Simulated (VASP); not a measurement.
# ZnS (P6_3mc) in VASP: notebook, part 3 of 3

VASP 6.6.1. Earlier steps stand in the parts before.

## Step 7: Relaxation of cell and atoms, r2SCAN, target pressure 40 GPa, at which the enthalpy is minimised

This run uses another cell than the first one, of 15.18 Å³/atom, 0.820 times its volume.

File POSCAR:

```
ZnS
1.0
    3.4842453707      0.0000000000      0.0000000000
   -1.7421226853      3.0174450041      0.0000000000
    0.0000000000      0.0000000000      5.7743213330
Zn S
2 2
Direct
    0.3333333333      0.6666666667      0.0020622314
    0.6666666667      0.3333333333      0.5020622314
    0.3333333333      0.6666666667      0.3729377686
    0.6666666667      0.3333333333      0.8729377686
```

File INCAR.step1:

```
ALGO = Normal
EDIFF = 1E-4
ENCUT = 600
GGA = PE
ISMEAR = 0
LASPH = T
LCHARG = F
LREAL = F
LWAVE = T
NELM = 80
PREC = Accurate
SIGMA = 0.02
```

File INCAR.step2:

```
ALGO = Normal
EDIFF = 1E-6
EDIFFG = -0.008
ENCUT = 600
IBRION = 2
ISIF = 3
ISMEAR = 0
ISTART = 1
LASPH = T
LCHARG = F
LMIXTAU = T
LREAL = F
LWAVE = F
METAGGA = R2SCAN
NELM = 80
NSW = 70
PREC = Accurate
PSTRESS = 400.0
SIGMA = 0.02
```

File KPOINTS:

```
k-points
0
Gamma
  6 6 4
```

Potentials or basis: VASP PAW PBE potentials, release 64 (Zn, S).

Started as:

```bash
$ cat potpaw_PBE.64/Zn/POTCAR potpaw_PBE.64/S/POTCAR > POTCAR
$ cp INCAR.step1 INCAR
$ mpirun -np 1 vasp_std > vasp.out
$ cp INCAR.step2 INCAR
$ mpirun -np 1 vasp_std > vasp.out
```

OUTCAR:

```text
EDIFF = 1E-6
   EDIFFG = -0.008
   ENCUT = 600
   IBRION = 2
   ISIF = 3
   ISMEAR = 0
   ISTART = 1
   LASPH = T
   LREAL = F
   METAGGA = R2SCAN
   NELM = 80
   NSW = 70
   PREC = Accurate
   PSTRESS = 400.0

 ion  position               nearest neighbor table
   1  0.333  0.667  0.002-   3 2.14   4 2.15   4 2.15   4 2.15
   2  0.667  0.333  0.502-   4 2.14   3 2.15   3 2.15   3 2.15
   3  0.333  0.667  0.373-   1 2.14   2 2.15   2 2.15   2 2.15
   4  0.667  0.333  0.873-   2 2.14   1 2.15   1 2.15   1 2.15

  LATTYP: Found a hexagonal cell.
 ALAT       =     3.4842453707
 C/A-ratio  =     1.6572659841

  Lattice vectors:

 A1 = (   3.4842453707,   0.0000000000,   0.0000000000)
 A2 = (  -1.7421226853,   3.0174450041,   0.0000000000)
 A3 = (   0.0000000000,   0.0000000000,   5.7743213330)

Analysis of symmetry for initial positions (statically):
=====================================================================
 Subroutine PRICEL returns:
 Original cell was already a primitive cell.

 Routine SETGRP: Setting up the symmetry group for a
 hexagonal supercell.

 Subroutine GETGRP returns: Found 12 space group operations
 (whereof  6 operations were pure point group operations)
 out of a pool of 24 trial point group operations.

The static configuration has the point symmetry C_3v.
 The point group associated with its full space group is C_6v.

Analysis of symmetry for dynamics (positions and initial velocities):
=====================================================================
 Subroutine PRICEL returns:
 Original cell was already a primitive cell.

 Routine SETGRP: Setting up the symmetry group for a
 hexagonal supercell.

 Subroutine GETGRP returns: Found 12 space group operations
 (whereof  6 operations were pure point group operations)
 out of a pool of 24 trial point group operations.

The dynamic configuration has the point symmetry C_3v.
 The point group associated with its full space group is C_6v.

 Subroutine INISYM returns: Found 12 space group operations
 (whereof  6 operations are pure point group operations),
 and found     1 'primitive' translations

----------------------------------------------------------------------------------------

                                     Primitive cell

  volume of cell :      60.7084

  direct lattice vectors                    reciprocal lattice vectors
     3.484245371  0.000000000  0.000000000     0.287006193  0.165703103  0.000000000
    -1.742122685  3.017445004  0.000000000     0.000000000  0.331406206  0.000000000
     0.000000000  0.000000000  5.774321333     0.000000000  0.000000000  0.173180525

  length of vectors
     3.484245371  3.484245371  5.774321333     0.331406206  0.331406206  0.173180525

  position of ions in fractional coordinates (direct lattice)
     0.333333333  0.666666667  0.002062231
     0.666666667  0.333333333  0.502062231
     0.333333333  0.666666667  0.372937769
     0.666666667  0.333333333  0.872937769

  ion indices of the primitive-cell ions
   primitive index   ion index
                 1           1
                 2           2
                 3           3
                 4           4

----------------------------------------------------------------------------------------

 KPOINTS: k-points

Automatic generation of k-mesh.
 Grid dimensions read from file:
 generate k-points for:    6    6    4

 Generating k-lattice:

  Cartesian coordinates                     Fractional coordinates (reciprocal lattice)
     0.047834366  0.027617184  0.000000000     0.166666667 -0.000000000  0.000000000
     0.000000000  0.055234368  0.000000000     0.000000000  0.166666667  0.000000000
     0.000000000  0.000000000  0.043295131     0.000000000  0.000000000  0.250000000

  Length of vectors
     0.055234368  0.055234368  0.043295131

  Shift w.r.t. Gamma in fractional coordinates (k-lattice)
     0.000000000  0.000000000  0.000000000

 Subroutine IBZKPT returns following result:
 ===========================================

 Found     21 irreducible k-points:

 Following reciprocal coordinates:
            Coordinates               Weight
  0.000000  0.000000  0.000000      1.000000
  0.166667  0.000000  0.000000      6.000000
  0.333333 -0.000000  0.000000      6.000000
  0.500000 -0.000000  0.000000      3.000000
  0.166667  0.166667  0.000000      6.000000
  0.333333  0.166667  0.000000     12.000000
[... 13 lines left out ...]
  0.333333  0.166667  0.500000     12.000000
  0.333333  0.333333  0.500000      2.000000
   k-points           NKPTS =     21   k-points in BZ     NKDIM =     21   number of bands    NBANDS=     22
   number of dos      NEDOS =    301   number of ions     NIONS =      4
   total plane-waves  NPLWV =  37632
   dimension x,y,z NGX =    28 NGY =   28 NGZ =   48
   dimension x,y,z NGXF=    56 NGYF=   56 NGZF=   96
   ions per type =               2   2
   NGX,Y,Z   is equivalent  to a cutoff of  13.36, 13.36, 13.82 a.u.
   NGXF,Y,Z  is equivalent  to a cutoff of  26.72, 26.72, 27.64 a.u.
 SYSTEM =  unknown system
   PREC   = accura    normal or accurate (medium, high low for compatibility)
   ISTART =      1    job   : 0-new  1-cont  2-samecut
   ICHARG =      0    charge: 1-file 2-atom 10-const
   ISPIN  =      1    spin polarized calculation?
   LNONCOLLINEAR =      F non collinear calculations
   LSORBIT =      F    spin-orbit coupling
   LASPH  =      T    aspherical Exc in radial PAW
   ENCUT  =  600.0 eV  44.10 Ry    6.64 a.u.   6.96  6.96 11.53*2*pi/ulx,y,z
   NELM   =     80;   NELMIN=  2; NELMDL=  0     # of ELM steps
   EDIFF  = 0.1E-05   stopping-criterion for ELM
   LREAL  =      F    real-space projection
   EDIFFG = -.8E-02   stopping-criterion for IOM
   NSW    =     70    number of steps for IOM
   IBRION =      2    ionic relax: 0-MD 1-quasi-New 2-CG
   NFREE  =      1    steps in history (QN), initial steepest desc. (CG)
   ISIF   =      3    stress and relaxation
   ISYM   =      2    0-nonsym 1-usesym 2-fastsym
   POTIM  = 0.5000    time-step for ionic-motion
   TEBEG  =    0.0;   TEEND  =   0.0 temperature during run
   PSTRESS=  400.0 pullay stress
   NELECT =      36.0000    total number of electrons
   NUPDOWN=      -1.0000    fix difference up-down
   EMIN   =  10.00;   EMAX   =-10.00  energy-range for DOS
   EFERMI =   0.00;   METHOD = LEGACY
   ISMEAR =     0;   SIGMA  =   0.02  broadening in eV -4-tet -1-fermi 0-gaus
   EFERMI_NEDOS =   21; number of points for ismear=-14 and -15
   IALGO  =     38    algorithm
   IMIX   =      4    mixing-type and parameters
     AMIX     =   0.40;   BMIX     =  1.00
     AMIX_MAG =   1.60;   BMIX_MAG =  1.00
  volume/ion in A,a.u.               =      15.18       102.42
  Fermi-wavevector in a.u.,A,eV,Ry     =   1.375390  2.599111 25.738123  1.891699
  Thomas-Fermi vector in A             =   2.500730
   LORBIT       =      0    0 simple, 1 ext, 2 COOP (PROOUT), +10 PAW based schemes
   METAGGA = R2SCAN    functional components
   LHFCALC =     F    Hartree Fock is set to
   AEXX    =    0.0000 exact exchange contribution
   IVDW    =     0    specifies the selected vdW correction
   LEPSILON=     F    determine dielectric tensor
   LRPA    =     F    only Hartree local field effects (RPA)
 conjugate gradient relaxation of ions
 non-spin polarized calculation
 Gauss-broadening in eV      SIGMA  =   0.02
  energy-cutoff  :      600.00
  volume of cell :       60.71
 maximum number of plane-waves:      2038
 NGX is ok and might be reduce to    28
   NGX = 13   NGY = 13   NGZ = 23

--------------------------------------- Ionic step        1  -------------------------------------------

 number of electron      36.0000008 magnetization

 Free energy of the ion-electron system (eV)
  ---------------------------------------------------
  ext. energy  EPLUGINS =         0.00000000
  ---------------------------------------------------
  free energy    TOTEN  =       -36.18920674 eV

  energy without entropy =      -36.18920674  energy(sigma->0) =      -36.18920674

------------------------ aborting loop because EDIFF is reached ----------------------------------------

  FORCE on cell =-STRESS in cart. coord.  units (eV):
  Direction    XX          YY          ZZ          XY          YZ          ZX
  --------------------------------------------------------------------------------------
  -------------------------------------------------------------------------------------
  Total       13.1880086     13.1880086     13.4020809      0.0000000      0.0000000      0.0000000
  in kB      348.0492982    348.0492982    353.6989543      0.0000000      0.0000000      0.0000000
  external PRESSURE =     -50.0674831 kB  Pullay stress =     400.0000000 kB
[... 103 lines left out ...]
  energy  without entropy=      -35.8747851395  energy(sigma->0) =      -35.87478514

  enthalpy is  TOTEN    =       -21.0545038396 eV   P V=       14.8202812999

[... ionic steps 4 to 9 ...]

--------------------------------------- Ionic step       10  -------------------------------------------

 number of electron      36.0000017 magnetization

------------------------ aborting loop because EDIFF is reached ----------------------------------------
[... 75 lines left out ...]
--------------------------------------- Ionic step       12  -------------------------------------------

 number of electron      36.0000018 magnetization

 Free energy of the ion-electron system (eV)
  ---------------------------------------------------
  ext. energy  EPLUGINS =         0.00000000
  ---------------------------------------------------
  free energy    TOTEN  =       -35.86262994 eV

  energy without entropy =      -35.86262994  energy(sigma->0) =      -35.86262994

 E-fermi :   5.2131     XC(G=0): -11.8170

 val. band max:        5.1171922943   @ k =   0.0000   0.0000   0.0000
 cond. band min:       8.2980073271   @ k =   0.3333   0.3333   0.0000
 fundamental gap:      3.1808150328
 Fermi energy:         5.2130926362

 k-point     1 :       0.0000    0.0000    0.0000
  band No.  band energies     occupation
      1     -11.1836      2.00000
      2      -9.6631      2.00000
      3      -3.1924      2.00000
      4      -3.0721      2.00000
      5      -3.0720      2.00000
      6      -2.9136      2.00000
[... 549 lines left out ...]
  energy  without entropy=      -35.8626299378  energy(sigma->0) =      -35.86262994

  enthalpy is  TOTEN    =       -21.0570606108 eV   P V=       14.8055693270

 reached required accuracy - stopping structural energy minimisation
```

Wall time 9.9 min (1 thread of Intel Xeon 6975P-C (Granite Rapids), shared host); peak memory 0.21 GiB.

What came out:

| Property | Result |
| --- | --- |
| Free energy | -35.8626 eV |
| Relaxed volume | 14.83 Å³/atom |
| Relaxed cell | a = 3.438 Å, b = 3.438 Å, c = 5.792 Å, α = 90.00°, β = 90.00°, γ = 120.00° |
| Space group after relaxing (to 0.05 Å) | P6_3mc (No. 186) |
| Energy change on relaxing (the enthalpy is what falls) | +81.6 meV/atom |
| Ionic steps | 12 |
| Pressure after relaxing | 40.0 GPa |
| Band gap on the k mesh | 3.18 eV, indirect (least direct gap 4.03 eV) |

The path:
```tsv
step	energy change (eV)	largest force (eV/Å)	pressure (GPa)	volume (Å³)
1	0.0000	0.0307	34.99	60.71
2	1.0906	0.1004	51.82	56.64
3	0.3144	0.0490	39.78	59.36
4	0.3293	0.0499	40.22	59.30
5	0.3223	0.0495	40.10	59.33
6	0.3232	0.0444	40.09	59.32
7	0.3275	0.0301	40.09	59.30
8	0.3411	0.0097	40.07	59.25
9	0.3314	0.0179	40.08	59.28
10	0.3318	0.0163	40.08	59.28
11	0.3037	0.0742	39.62	59.40
12	0.3266	0.0014	40.04	59.30
```

Final structure:
```xyz
4
Lattice="3.4384 0.0000 0.0000 -1.7192 2.9778 0.0000 0.0000 0.0000 5.7919" Properties=species:S:1:pos:R:3 pbc="T T T"
Zn    0.0000    1.9852    0.0261
Zn    1.7192    0.9926    2.9220
S     0.0000    1.9852    2.1459
S     1.7192    0.9926    5.0419
```

Levels at points of the mesh, in eV from the valence-band top:
```csv
k point,band 16,band 17,band 18,band 19,band 20,band 21
"(0.00, 0.00, 0.00)",-0.34,0.00,0.00,4.03,4.31,6.36
"(0.50, 0.00, 0.00)",-3.50,-2.90,-1.38,3.65,4.85,5.22
"(0.00, 0.00, 0.50)",-0.74,-0.74,-0.74,4.90,4.90,7.02
"(0.50, 0.00, 0.50)",-2.74,-2.53,-2.53,3.62,3.62,5.20
```

Caveat: the cell is relaxed towards a set pressure, so the enthalpy falls and the energy may rise; the PAW data sets were made with another functional, which shifts forces and pressure a little. A k mesh can miss the band edges.

## Step 8: Overview

```tsv
task	cell	cutoff (eV)	gap on the mesh (eV)	pressure (GPa)	largest force (eV/Å)
single point	a = 3.732, b = 3.732, c = 6.135 Å, angles 90.0, 90.0, 120.0°, 4 atoms	520	3.06	5.1	0.02
single point	a = 3.775, b = 3.775, c = 6.198 Å, angles 90.0, 90.0, 120.0°, 4 atoms	520	2.90	2.1	0.01
single point	a = 3.842, b = 3.842, c = 6.298 Å, angles 90.0, 90.0, 120.0°, 4 atoms	520	2.66	-2.0	0.01
relaxation of cell and atoms	relaxed to 40 GPa from a = 3.484, b = 3.484, c = 5.774 Å, angles 90.0, 90.0, 120.0°, 4 atoms	600	3.18	40.0	-
```

Alike in all rows: level r2SCAN; potentials or basis VASP PAW PBE potentials, release 64 (Zn, S); no spin polarisation; k mesh 6 × 6 × 4; smearing gaussian 0.02 eV.

Caveats: the PAW data sets were made with another functional, which shifts forces and pressure a little; the cell is relaxed towards a set pressure, so the enthalpy falls and the energy may rise (some runs).

Total energies depend on the potentials used, so only differences within one code and one set of settings carry meaning.
